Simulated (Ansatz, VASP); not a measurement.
**One calculation of HfO2, two programs**

```xyz
12
Lattice="5.2161 0.0000 0.0047 0.0000 5.2850 0.0000 -0.8922 0.0000 5.1288" Properties=species:S:1:pos:R:3 pbc="T T T"
Hf    0.8022    2.4189    3.6303
Hf    3.0757    5.0614    4.0676
Hf    3.5218    2.8662    1.5032
Hf    1.2483    0.2236    1.0659
O     1.4855    3.9215    5.0291
O     2.3924    1.2789    2.6688
O     2.8385    1.3636    0.1044
O     1.9316    4.0061    2.4647
O     0.0741    1.8030    1.7239
O     4.6960    4.4455    0.8452
O     4.2499    3.4821    3.4097
O    -0.3720    0.8396    4.2883
```

Change from the starting cell: epitaxial_xy strain +2.0%.

Alike in both runs: task single point; functional PBE; k mesh 6 × 6 × 6; occupations fermi-dirac, width 0.02 eV; no spin polarisation.

```csv
,VASP,Ansatz
version,VASP 6.6.1,Ansatz 0.2.0
potentials or method,"VASP PAW PBE potentials, release 64 (Hf_pv, O)","plane waves, PAW"
plane-wave cutoff (eV),520,420
valence electrons in the cell,88,152
```

|  | VASP | Ansatz | Ansatz less VASP |
| --- | --- | --- | --- |
| gap on the k mesh at the Fermi level (eV) | 4.00 | 4.05 | +0.042 |
| pressure (GPa) | -3.1 | -0.1 | +3.07 |
| traceless stress, the component that is largest in VASP (GPa) | 5.29 | 5.20 | -0.085 |
| rms of the force components (eV/Å) | 0.014 | 0.041 | +0.0274 |

Atom by atom the forces differ by 0.036 eV/Å (rms over components). VASP's potentials hold 88 valence electrons a cell and Ansatz's 152, so a difference there can come from the potentials and not from the codes.

Neither program's run includes spin-orbit coupling.
